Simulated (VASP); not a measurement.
Ti, 1 atom in the cell. The structure is cubic, space group Im-3m (No. 229). Conventional cell: a = 3.204 Å, b = 3.204 Å, c = 3.204 Å, α = 90.00°, β = 90.00°, γ = 90.00°. Within 3.7 Å of Ti (site symmetry m-3m) lie 14 Ti at 2.77 to 3.20 Å.  This cell differs from its parent crystal: volume scaled by 0.92.

- Program: VASP 6.6.1
- Task: single point
- Functional: RPBE
- Potentials or basis: VASP PAW PBE potentials, release 64 (Ti_sv)
- Cutoff: 520 eV
- k mesh: 15 × 15 × 15
- Occupations: fermi-dirac, width 0.1 eV
- Spin: no spin polarisation
- Dipole correction: no
- Further INCAR settings: ALGO = Normal; EDIFF = 1e-07; NBANDS = 12

Potentials or basis: VASP PAW PBE potentials, release 64 (Ti_sv).

Command:

```bash
$ cat potpaw_PBE.64/Ti_sv/POTCAR > POTCAR
$ mpirun -np 1 vasp_std > vasp.out
```

Hardware: 1 thread of AMD EPYC 7R13, on a shared host.

**Question.** How long does it take, and how much memory?

**Answer.** Wall time 47 s on 1 thread of AMD EPYC 7R13 (shared host), peak memory 0.12 GiB. Counts: scf iterations 14, k points 120.
